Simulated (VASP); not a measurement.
# Zn (Fm-3m) in VASP: relaxation of cell and atoms with HF

Aim: the relaxation of cell and atoms of Zn with HF.

Everything below comes from runs of VASP 6.6.1. Logs are shortened: lines on timing, memory, paths and dates and some standing lists are left out, and cuts for length are marked.

## (1) The cell of the first run

The structure is cubic, space group Fm-3m (No. 225). Conventional cell: a = 3.930 Å, b = 3.930 Å, c = 3.930 Å, α = 90.00°, β = 90.00°, γ = 90.00°. Within 3.7 Å of Zn (site symmetry m-3m) lie 12 Zn at 2.78 Å.

This isn't the form of Zn at room conditions, which is hcp.

## (2) Relaxation of cell and atoms, HF

The input, POSCAR:

```
Zn
1.0
    0.0000000000      1.9647760000      1.9647760000
    1.9647760000      0.0000000000      1.9647760000
    1.9647760000      1.9647760000      0.0000000000
Zn
1
Direct
    0.0000000000      0.0000000000      0.0000000000
```

The input, INCAR.step1:

```
SYSTEM = Zn
PREC = Accurate ; ENCUT = 500
EDIFF = 1E-5 ; ISMEAR = -1
SIGMA = 0.05 ; LREAL = .FALSE.
LASPH = .TRUE. ; NELM = 120
ALGO = Normal ; LWAVE = .TRUE.
LCHARG = .FALSE. ; GGA = PE
NBANDS = 12 ; GGA_COMPAT = .FALSE.
IBRION = 2 ; ISIF = 3
EDIFFG = -0.005 ; NELMIN = 4
NSW = 100
```

The input, INCAR.step2:

```
SYSTEM = Zn
PREC = Accurate ; ENCUT = 500
EDIFF = 1E-7 ; ISMEAR = -1
SIGMA = 0.05 ; LREAL = .FALSE.
LASPH = .TRUE. ; NELM = 120
ALGO = Normal ; ISIF = 3
LWAVE = .FALSE. ; LCHARG = .FALSE.
GGA = PE ; LHFCALC = .TRUE.
AEXX = 1.0 ; ALDAC = 0.0
AGGAC = 0.0 ; PRECFOCK = Normal
IBRION = 2 ; NSW = 60
EDIFFG = -0.01 ; ISTART = 1
GGA_COMPAT = .FALSE. ; NELMIN = 4
```

The input, KPOINTS:

```
Automatic mesh
0
G
  6 6 6
  0 0 0
```

Potentials or basis: VASP PAW PBE potentials, release 64 (Zn).

Command:

```sh
$ cat potpaw_PBE.64/Zn/POTCAR > POTCAR
$ cp INCAR.step1 INCAR
$ mpirun -np 1 vasp_std > vasp.out
$ cp INCAR.step2 INCAR
$ mpirun -np 1 vasp_std > vasp.out
```

OUTCAR:

```text
SYSTEM = Zn
   PREC = Accurate
   ENCUT = 500
   EDIFF = 1E-7
   ISMEAR = -1
   LREAL = .FALSE.
   LASPH = .TRUE.
   NELM = 120
   ISIF = 3
   GGA = PE
   LHFCALC = .TRUE.
   AEXX = 1.0
   PRECFOCK = Normal
   IBRION = 2
   NSW = 60
   EDIFFG = -0.01
   ISTART = 1
   NELMIN = 4

 ion  position               nearest neighbor table
   1  0.000  0.000  0.000-

  LATTYP: Found a face centered cubic cell.
 ALAT       =     3.9295520000

  Lattice vectors:

 A1 = (   0.0000000000,   1.9647760000,   1.9647760000)
 A2 = (   1.9647760000,   0.0000000000,   1.9647760000)
 A3 = (   1.9647760000,   1.9647760000,   0.0000000000)

Analysis of symmetry for initial positions (statically):
=====================================================================
 Subroutine PRICEL returns:
 Original cell was already a primitive cell.

 Routine SETGRP: Setting up the symmetry group for a
 face centered cubic supercell.

 Subroutine GETGRP returns: Found 48 space group operations
 (whereof 48 operations were pure point group operations)
 out of a pool of 48 trial point group operations.

The static configuration has the point symmetry O_h .

Analysis of symmetry for dynamics (positions and initial velocities):
=====================================================================
 Subroutine PRICEL returns:
 Original cell was already a primitive cell.

 Routine SETGRP: Setting up the symmetry group for a
 face centered cubic supercell.

 Subroutine GETGRP returns: Found 48 space group operations
 (whereof 48 operations were pure point group operations)
 out of a pool of 48 trial point group operations.

The dynamic configuration has the point symmetry O_h .

 Subroutine INISYM returns: Found 48 space group operations
 (whereof 48 operations are pure point group operations),
 and found     1 'primitive' translations

----------------------------------------------------------------------------------------

                                     Primitive cell

  volume of cell :      15.1694

  direct lattice vectors                    reciprocal lattice vectors
     0.000000000  1.964776000  1.964776000    -0.254481936  0.254481936  0.254481936
     1.964776000  0.000000000  1.964776000     0.254481936 -0.254481936  0.254481936
     1.964776000  1.964776000  0.000000000     0.254481936  0.254481936 -0.254481936

  length of vectors
     2.778612866  2.778612866  2.778612866     0.440775643  0.440775643  0.440775643

  position of ions in fractional coordinates (direct lattice)
     0.000000000  0.000000000  0.000000000

  ion indices of the primitive-cell ions
   primitive index   ion index
                 1           1

----------------------------------------------------------------------------------------

 KPOINTS: Automatic mesh

Automatic generation of k-mesh.
 Grid dimensions read from file:
 generate k-points for:    6    6    6

 Generating k-lattice:

  Cartesian coordinates                     Fractional coordinates (reciprocal lattice)
    -0.042413656  0.042413656  0.042413656     0.166666667  0.000000000  0.000000000
     0.042413656 -0.042413656  0.042413656     0.000000000  0.166666667  0.000000000
     0.042413656  0.042413656 -0.042413656     0.000000000  0.000000000  0.166666667

  Length of vectors
     0.073462607  0.073462607  0.073462607

  Shift w.r.t. Gamma in fractional coordinates (k-lattice)
     0.000000000  0.000000000  0.000000000

 Subroutine IBZKPT returns following result:
 ===========================================

 Found     16 irreducible k-points:

 Following reciprocal coordinates:
            Coordinates               Weight
  0.000000  0.000000  0.000000      1.000000
  0.166667  0.000000  0.000000      8.000000
  0.333333  0.000000  0.000000      8.000000
  0.500000  0.000000  0.000000      4.000000
  0.166667  0.166667  0.000000      6.000000
  0.333333  0.166667  0.000000     24.000000
[... 8 lines left out ...]
 -0.333333  0.333333  0.166667     24.000000
 -0.333333  0.500000  0.166667     12.000000
   k-points           NKPTS =     16   k-points in BZ     NKDIM =    216   number of bands    NBANDS=     10
   number of dos      NEDOS =    301   number of ions     NIONS =      1
   total plane-waves  NPLWV =   8000
   dimension x,y,z NGX =    20 NGY =   20 NGZ =   20
   dimension x,y,z NGXF=    40 NGYF=   40 NGZF=   40
   ions per type =               1
   NGX,Y,Z   is equivalent  to a cutoff of  11.97, 11.97, 11.97 a.u.
   NGXF,Y,Z  is equivalent  to a cutoff of  23.93, 23.93, 23.93 a.u.
 SYSTEM =  Zn
   PREC   = accura    normal or accurate (medium, high low for compatibility)
   ISTART =      1    job   : 0-new  1-cont  2-samecut
   ICHARG =      0    charge: 1-file 2-atom 10-const
   ISPIN  =      1    spin polarized calculation?
   LNONCOLLINEAR =      F non collinear calculations
   LSORBIT =      F    spin-orbit coupling
   LASPH  =      T    aspherical Exc in radial PAW
   ENCUT  =  500.0 eV  36.75 Ry    6.06 a.u.   5.07  5.07  5.07*2*pi/ulx,y,z
   NELM   =    120;   NELMIN=  4; NELMDL=  0     # of ELM steps
   EDIFF  = 0.1E-06   stopping-criterion for ELM
   LREAL  =      F    real-space projection
   EDIFFG = -.1E-01   stopping-criterion for IOM
   NSW    =     60    number of steps for IOM
   IBRION =      2    ionic relax: 0-MD 1-quasi-New 2-CG
   NFREE  =      1    steps in history (QN), initial steepest desc. (CG)
   ISIF   =      3    stress and relaxation
   ISYM   =      3    0-nonsym 1-usesym 2-fastsym
   POTIM  = 0.5000    time-step for ionic-motion
   TEBEG  =    0.0;   TEEND  =   0.0 temperature during run
   PSTRESS=    0.0 pullay stress
   NELECT =      12.0000    total number of electrons
   NUPDOWN=      -1.0000    fix difference up-down
   EMIN   =  10.00;   EMAX   =-10.00  energy-range for DOS
   EFERMI =   0.00;   METHOD = LEGACY
   ISMEAR =    -1;   SIGMA  =   0.05  broadening in eV -4-tet -1-fermi 0-gaus
   EFERMI_NEDOS =   21; number of points for ismear=-14 and -15
   IALGO  =     38    algorithm
   IMIX   =      1    mixing-type and parameters
     AMIX     =   0.40;   BMIX     =  1.00
     AMIX_MAG =   1.60;   BMIX_MAG =  1.00
  volume/ion in A,a.u.               =      15.17       102.37
  Fermi-wavevector in a.u.,A,eV,Ry     =   1.514069  2.861175 31.190044  2.292404
  Thomas-Fermi vector in A             =   2.623775
   LORBIT       =      0    0 simple, 1 ext, 2 COOP (PROOUT), +10 PAW based schemes
   GGA     = PE    functional components
   LHFCALC =     T    Hartree Fock is set to
   PRECFOCK=normal    Normal, Fast or Accurate (Low or Medium for compatibility)
   ENCUT4O =  -1.0   cutoff for four orbital integrals eV
   NKREDX  =     1    reduce k-point grid by
   NKREDY  =     1    reduce k-point grid by
   NKREDZ  =     1    reduce k-point grid by
   AEXX    =    1.0000 exact exchange contribution
   HFSCREEN=    0.0000 screening length (either q_TF or 0.3 A-1)
   HFSCREENC=   0.0000 screening length for correlation (either q_TF or 0.3 A-1)
   ENCUTFOCK=  -1.0 apply spherical cutoff to Coloumb kernel
   IVDW    =     0    specifies the selected vdW correction
   LEPSILON=     F    determine dielectric tensor
   LRPA    =     F    only Hartree local field effects (RPA)
 conjugate gradient relaxation of ions
 non-spin polarized calculation
  energy-cutoff  :      500.00
  volume of cell :       15.17
 maximum number of plane-waves:       397
  NGX = 16; NGY = 16; NGZ = 16

--------------------------------------- Ionic step        1  -------------------------------------------

 number of electron      11.9999991 magnetization

 Free energy of the ion-electron system (eV)
  ---------------------------------------------------
  ext. energy  EPLUGINS =         0.00000000
  ---------------------------------------------------
  free energy    TOTEN  =        -0.62680516 eV

  energy without entropy =       -0.61973067  energy(sigma->0) =       -0.62326792

------------------------ aborting loop because EDIFF is reached ----------------------------------------

  FORCE on cell =-STRESS in cart. coord.  units (eV):
  Direction    XX          YY          ZZ          XY          YZ          ZX
  --------------------------------------------------------------------------------------
  -------------------------------------------------------------------------------------
  Total        1.1004465      1.1004465      1.1004465     -0.0000000      0.0000000     -0.0000000
  in kB      116.2279011    116.2279011    116.2279011     -0.0000000      0.0000000     -0.0000000
  external PRESSURE =     116.2279011 kB  Pullay stress =       0.0000000 kB

 VOLUME and BASIS-vectors are now :
 -----------------------------------------------------------------------------
  energy-cutoff  :      500.00
  volume of cell :       15.17
      direct lattice vectors                 reciprocal lattice vectors
     0.000000000  1.964776000  1.964776000    -0.254481936  0.254481936  0.254481936
     1.964776000  0.000000000  1.964776000     0.254481936 -0.254481936  0.254481936
     1.964776000  1.964776000  0.000000000     0.254481936  0.254481936 -0.254481936

 POSITION                                       TOTAL-FORCE (eV/Angst)
 -----------------------------------------------------------------------------------
      0.00000      0.00000      0.00000         0.000000      0.000000      0.000000
 -----------------------------------------------------------------------------------
    total drift:                               -0.000000     -0.000000     -0.000000

  FREE ENERGIE OF THE ION-ELECTRON SYSTEM (eV)
  ---------------------------------------------------
  free  energy   TOTEN  =        -0.6268051613 eV

  energy  without entropy=       -0.6197306712  energy(sigma->0) =       -0.62326792
[... 15 lines left out ...]
 VOLUME and BASIS-vectors are now :
 -----------------------------------------------------------------------------
  energy-cutoff  :      500.00
  volume of cell :       17.72
      direct lattice vectors                 reciprocal lattice vectors
    -0.000000000  2.069082934  2.069082934    -0.241652953  0.241652953  0.241652953
     2.069082934  0.000000000  2.069082934     0.241652953 -0.241652953  0.241652953
     2.069082934  2.069082934  0.000000000     0.241652953  0.241652953 -0.241652953

 POSITION                                       TOTAL-FORCE (eV/Angst)
 -----------------------------------------------------------------------------------
      0.00000      0.00000      0.00000         0.000000      0.000000     -0.000000
 -----------------------------------------------------------------------------------
    total drift:                               -0.000000     -0.000000     -0.000000

  FREE ENERGIE OF THE ION-ELECTRON SYSTEM (eV)
  ---------------------------------------------------
  free  energy   TOTEN  =        -0.7081040208 eV

  energy  without entropy=       -0.7010316401  energy(sigma->0) =       -0.70456783

--------------------------------------- Ionic step        3  -------------------------------------------

 number of electron      11.9999998 magnetization

 Free energy of the ion-electron system (eV)
  ---------------------------------------------------
  ext. energy  EPLUGINS =         0.00000000
  ---------------------------------------------------
  free energy    TOTEN  =        -0.70810769 eV

  energy without entropy =       -0.70103531  energy(sigma->0) =       -0.70457150

 E-fermi :   4.5005     XC(G=0):   0.0000

 val. band max:        1.9913895732   @ k =  -0.3333   0.3333   0.1667
 cond. band min:       4.5352059026   @ k =  -0.3333   0.3333   0.1667
 fundamental gap:      2.5438163294
 Fermi energy:         4.5005485423

 k-point     1 :       0.0000    0.0000    0.0000
  band No.  band energies     occupation
      1     -15.0102      2.00000
      2     -15.0102      2.00000
      3     -15.0102      2.00000
      4     -14.7601      2.00000
      5     -14.7601      2.00000
      6     -12.3449      2.00000
      7      26.0004      0.00000
      8      26.0004      0.00000
      9      26.0004      0.00000
     10      26.3218      0.00000

 k-point     2 :       0.1667    0.0000    0.0000
  band No.  band energies     occupation
      1     -15.0559      2.00000
      2     -14.9568      2.00000
      3     -14.9568      2.00000
      4     -14.7541      2.00000
      5     -14.7541      2.00000
      6     -11.1666      2.00000
      7      18.4823      0.00000
      8      24.3630      0.00000
      9      24.3630      0.00000
     10      25.8370      0.00000

 k-point     3 :       0.3333    0.0000    0.0000
  band No.  band energies     occupation
      1     -15.1927      2.00000
      2     -14.9814      2.00000
      3     -14.9814      2.00000
      4     -14.6070      2.00000
      5     -14.6070      2.00000
      6      -7.4566      2.00000
      7      10.1230      0.00000
      8      23.2359      0.00000
      9      23.2359      0.00000
     10      25.1265      0.00000
[... 180 lines left out ...]
 VOLUME and BASIS-vectors are now :
 -----------------------------------------------------------------------------
  energy-cutoff  :      500.00
  volume of cell :       17.69
      direct lattice vectors                 reciprocal lattice vectors
    -0.000000000  2.067897980  2.067897980    -0.241791425  0.241791425  0.241791425
     2.067897980  0.000000000  2.067897980     0.241791425 -0.241791425  0.241791425
     2.067897980  2.067897980  0.000000000     0.241791425  0.241791425 -0.241791425

 POSITION                                       TOTAL-FORCE (eV/Angst)
 -----------------------------------------------------------------------------------
      0.00000      0.00000      0.00000        -0.000000      0.000000      0.000000
 -----------------------------------------------------------------------------------
    total drift:                               -0.000000     -0.000000     -0.000000

  FREE ENERGIE OF THE ION-ELECTRON SYSTEM (eV)
  ---------------------------------------------------
  free  energy   TOTEN  =        -0.7081076898 eV

  energy  without entropy=       -0.7010353090  energy(sigma->0) =       -0.70457150

 reached required accuracy - stopping structural energy minimisation
```

Run time: 26 min. Hardware: 1 thread of Oxide Virtual Turin-like, shared host; peak memory 0.1 GiB.

Results:

```
Free energy                           : -0.7081 eV
Relaxed volume                        : 17.69 Å³/atom
Relaxed cell                          : a = 2.924 Å, b = 2.924 Å, c = 2.924 Å, α = 60.00°, β = 60.00°, γ = 60.00°
Space group after relaxing (to 0.1 Å) : Fm-3m (No. 225)
Energy gained by relaxing             : 81.3 meV/atom
Ionic steps                           : 3
Pressure after relaxing               : 0.0 GPa
Band gap on the k mesh                : zero (bands 6 and 7 overlap by 4.96 eV)
```

Step by step:
```tsv
step	energy change (eV)	largest force (eV/Å)	pressure (GPa)	volume (Å³)
1	0.0000	0.0000	11.62	15.17
2	-0.0813	0.0000	-0.09	17.72
3	-0.0813	0.0000	0.04	17.69
```

Final structure:
```
Zn
1.0
     0.00000    2.06790    2.06790
     2.06790    0.00000    2.06790
     2.06790    2.06790    0.00000
Zn
1
Direct
  0.00000 0.00000 0.00000
```

Caveat: the k points lie up to 0.44 Å⁻¹ apart in the final cell, too coarse for converged energies and pressures of a metal; the volume moved by over 15 % at a fixed basis, so the end points are rough; the PAW data sets were made with another functional, which shifts forces and pressure a little.

The gap in the log of VASP goes by the Fermi energy; the results here count the filled bands.